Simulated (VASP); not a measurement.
Set up this calculation in VASP 6.6.1, as the native input.

| Quantity | Value |
| --- | --- |
| Task | relaxation of cell and atoms |
| Functional | PBE |
| Potentials or basis | VASP PAW PBE potentials, release 64 (Li_sv, Ta_pv, H) |
| Cutoff | 600 eV |
| k mesh | 6 × 6 × 4 |
| Occupations | gaussian, width 0.1 eV |
| Spin | no spin polarisation |
| Dipole correction | no |
| Further INCAR settings | ALGO = Normal; EDIFF = 1e-06; IBRION = 2; EDIFFG = -0.04; NSW = 90; ISIF = 3 |

The structure of LiTa2H2 lies in POSCAR:

```
LiTa2H2
1.0
    3.6915465000      0.0000000000      0.0000000000
   -1.8457732500      3.1969730400      0.0000000000
    0.0000000000      0.0000000000      5.8196561600
Li Ta H
1 2 2
Direct
    0.0000000000      0.0000000000      0.0000000000
    0.3333333300      0.6666666700      0.6442000300
    0.6666666700      0.3333333300      0.3557999700
    0.3333333300      0.6666666700      0.2601999900
    0.6666666700      0.3333333300      0.7398000100
```

One way to write it, as run:

INCAR

```
ALGO = Normal
EDIFF = 1E-6
EDIFFG = -0.04
ENCUT = 600
GGA = PE
IBRION = 2
ISIF = 3
ISMEAR = 0
LASPH = True
LCHARG = False
LREAL = False
LWAVE = False
NELM = 100
NSW = 90
PREC = Accurate
SIGMA = 0.1
```

KPOINTS

```
k-points
0
Gamma
  6 6 4
```

Potentials or basis: VASP PAW PBE potentials, release 64 (Li_sv, Ta_pv, H).

The run is started by

```console
$ cat potpaw_PBE.64/Li_sv/POTCAR potpaw_PBE.64/Ta_pv/POTCAR potpaw_PBE.64/H/POTCAR > POTCAR
$ mpirun -np 1 vasp_std > vasp.out
```

Results of the run:

| Property | Result |
| --- | --- |
| Relaxed volume | 11.34 Å³/atom |
| Relaxed cell | a = 2.938 Å, b = 2.938 Å, c = 7.586 Å, α = 90.00°, β = 90.00°, γ = 120.00° |
| Space group after relaxing (to 0.05 Å) | P-3m1 (No. 164) |
| Energy gained by relaxing | 499.1 meV/atom |
| Ionic steps | 37 |
| Pressure after relaxing | 0.0 GPa |
| Largest force after relaxing | 0.037 eV/Å |

Caveat: the cutoff is under 1.25 times the usual one of these potentials, so pressure, stress and relaxed cells hold a basis-set (Pulay) error; the volume moved by over 15 % at a fixed basis, so the end points are rough.

Wall time 16 min on 1 thread of AMD EPYC 7R43 64-Core Processor (Zen 3), with other jobs on the host, peak memory 0.2 GiB.
